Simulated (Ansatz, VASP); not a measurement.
# Two plane-wave programs on I

INCAR

```
PREC = Accurate ; ENCUT = 600
EDIFF = 1E-6 ; ISMEAR = 0
SIGMA = 0.1 ; LREAL = F
LASPH = T ; NELM = 100
ALGO = Normal ; ISIF = 3
LWAVE = F ; LCHARG = F
GGA = PS ; IBRION = 2
NSW = 100 ; EDIFFG = -0.005
```

File KPOINTS:

```
regular mesh
0
Gamma
  12 12 18
```

The input POSCAR:

```
I
1.0
    2.5383465792     -3.7066249365      0.0000000000
    2.5383465792      3.7066249365      0.0000000000
   -1.6208748370      0.0000000000      2.3810977968
I
1
Direct
    0.5000000000      0.5000000000      0.5000000000
```

Input for Ansatz:

```yaml
crystal:
  lattice:
    - [2.5383465792, -3.7066249365, 0.0]
    - [2.5383465792, 3.7066249365, 0.0]
    - [-1.620874837, 0.0, 2.3810977968]
  atoms:
    - { symbol: I, position: [0.5, 0.5, 0.5] }
basis:
  ecutwfc: 420
kpoints:
  mp_grid: { grid: [12, 12, 18] }
hamiltonian:
  xc: pbesol
scf:
  occupations: { method: gaussian, width: 0.1 }
output:
  forces: true
  stress: true
  eigenvalues: true
relax:
  adjacent_minimum: "off"
  f_tol: 0.005
  max_steps: 80
  cell: { stress_tol: 0.05 }
```

Alike in both runs: task relaxation of cell and atoms; functional PBEsol; k mesh 12 × 12 × 18; occupations gaussian, width 0.1 eV; no spin polarisation.

|  | VASP | Ansatz |
| --- | --- | --- |
| version | VASP 6.6.1 | Ansatz 0.2.0 |
| potentials or method | VASP PAW PBE potentials, release 64 (I), cutoff 600 eV | scalar-relativistic, plane waves, PAW |
| valence electrons in the cell | 7 | 17 |

Ansatz gave:

- gap on the k mesh at the Fermi level, each at its own relaxed structure (eV): none
- relaxed volume (Å³/atom): 39.78
- relaxed length of the cell vector where the two differ most in proportion (Å): 4.380

Task: Which values does VASP return?

Result: gap on the k mesh at the Fermi level, each at its own relaxed structure (eV): none; relaxed volume (Å³/atom): 39.92; relaxed length of the cell vector where the two differ most in proportion (Å): 4.389.

VASP's potentials were made for PBE, not for PBEsol. A gap of «none» marks a metal or a gap that the smearing closes. VASP's potentials hold 7 valence electrons a cell and Ansatz's 17, so a difference there can come from the potentials and not from the codes.

Neither program's run includes spin-orbit coupling.
